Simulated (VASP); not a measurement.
Set up this calculation in VASP 6.6.1, as the native input.

```
Task                   : single point
Functional             : PBE
Potentials or basis    : VASP PAW PBE potentials, release 64 (Ta_pv, Zn, B)
Cutoff                 : 520 eV
k mesh                 : 6 × 6 × 2
Occupations            : gaussian, width 0.1 eV
Spin                   : no spin polarisation
Dipole correction      : no
Further INCAR settings : ALGO = Normal; EDIFF = 1e-06; NBANDS = 31
```

The structure of TaZn2B3 lies in POSCAR:

```
TaZn2B3
1.0
    3.0140562935      0.0000000000      0.0000000000
    0.0000000000      3.0140562935      0.0000000000
    0.0000000000      0.0000000000      7.2353034452
Ta Zn B
1 2 3
Direct
    0.0000000000      0.0000000000      0.0000000000
    0.0000000000      0.0000000000      0.3451066773
    0.0000000000      0.0000000000      0.6548933227
    0.5000000000      0.5000000000      0.2396450571
    0.5000000000      0.5000000000      0.5000000000
    0.5000000000      0.5000000000      0.7603549429
```

The cell was generated, and may not be a known phase.

One way to write it, as run:

INCAR

```
ALGO = Normal
EDIFF = 1E-6
ENCUT = 520
GGA = PE
ISIF = 2
ISMEAR = 0
LASPH = True
LCHARG = False
LREAL = False
LWAVE = False
NBANDS = 31
NELM = 80
PREC = Accurate
SIGMA = 0.1
```

KPOINTS

```
k-points
0
Gamma
  6 6 2
```

Potentials or basis: VASP PAW PBE potentials, release 64 (Ta_pv, Zn, B).

Run with:

```console
$ cat potpaw_PBE.64/Ta_pv/POTCAR potpaw_PBE.64/Zn/POTCAR potpaw_PBE.64/B/POTCAR > POTCAR
$ mpirun -np 1 vasp_std > vasp.out
```

It gave:

* Pressure: 0.7 GPa
* Largest force: 0.030 eV/Å
* Band gap on the k mesh: zero (bands 22 and 23 overlap by 2.91 eV)

Caveat: the k points lie up to 0.43 Å⁻¹ apart, too coarse for converged energies and pressures of a metal; spin-orbit coupling is left out, which moves the levels of the heavy elements.

Wall time 77 s on 1 thread of Oxide Virtual Turin-like Processor, on a shared host, peak memory 0.17 GiB.
